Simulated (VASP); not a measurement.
Here is a VASP 6.6.1 calculation.

The input INCAR:

```
SYSTEM = SbPt
ALGO = Normal ; EDIFF = 1E-8
ENCUT = 520 ; GGA = CA
ISIF = 2 ; ISMEAR = -1
LASPH = .TRUE. ; LCHARG = .FALSE.
LEFG = .TRUE. ; LREAL = .FALSE.
LWAVE = .FALSE. ; NBANDS = 23
NELM = 100 ; PREC = Accurate
SIGMA = 0.08
```

Contents of KPOINTS:

```
k-points
0
G
  11 11 8
  0 0 0
```

Contents of POSCAR:

```
SbPt
1.0
    4.0456885431      0.0000000000      0.0000000000
   -2.0228442715      3.5036690541      0.0000000000
    0.0000000000      0.0000000000      5.3602951869
Sb Pt
2 2
Direct
    0.3333333333      0.6666666667      0.2500000000
    0.6666666667      0.3333333333      0.7500000000
    0.0000000000      0.0000000000      0.0000000000
    0.0000000000      0.0000000000      0.5000000000
```

Potentials or basis: VASP PAW LDA potentials, release 64 (Sb, Pt).

The run is started by

```bash
$ cat potpaw_LDA.64/Sb/POTCAR potpaw_LDA.64/Pt/POTCAR > POTCAR
$ mpirun -np 1 vasp_std > vasp.out
```

(1) What does it give for the band gap on the k mesh?

(2) Estimate the pressure.

## Answers

(1) zero (band 15 reaches 13.68 eV, above the bottom of band 16 at 9.42 eV).

(2) 11.1 GPa.

Caveat: without QUAD_EFG the Cq values of the log hold for a quadrupole moment of 1 mb, not for the nuclei; spin-orbit coupling is left out, which moves the levels of the heavy elements.
